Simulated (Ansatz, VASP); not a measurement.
Ag in VASP and in Ansatz

```
CELL_PARAMETERS angstrom
2.93000 0.00000 0.00000
-1.46500 2.68970 0.00000
0.00000 0.00000 4.79000
ATOMIC_POSITIONS crystal
Ag 0.33333 0.66667 0.25000
Ag 0.66667 0.33333 0.75000
```

Change from the starting cell: strain +0.0600 x Voigt [0, 1, 0, 0, 0, 0], atoms carried along.

Alike in both runs: task single point; functional r2SCAN; k mesh 18 × 18 × 10; occupations gaussian, width 0.15 eV; no spin polarisation.

```csv
,VASP,Ansatz
version,VASP 6.6.1,Ansatz 0.2.0
potentials or method,"VASP PAW PBE potentials, release 64 (Ag), cutoff 520 eV","scalar-relativistic, plane waves, PAW"
valence electrons in the cell,22,38
```

VASP gave:

* gap on the k mesh at the Fermi level (eV): none
* pressure (GPa): -6.6
* traceless stress, the component that is largest in VASP (GPa): -2.11
* rms of the force components (eV/Å): 0.031

Question: Estimate Ansatz's values.

Answer: gap on the k mesh at the Fermi level (eV): none; pressure (GPa): -6.6; traceless stress, the component that is largest in VASP (GPa): -2.08; rms of the force components (eV/Å): 0.031.

VASP's potentials were made for PBE, not for r2SCAN. Atom by atom the forces differ by 0.000 eV/Å (rms over components). A gap of «none» marks a metal or a gap that the smearing closes. The functional is the same, so the differences come from potentials, cutoffs and numerics. VASP's potentials hold 22 valence electrons a cell and Ansatz's 38, so a difference there can come from the potentials and not from the codes.
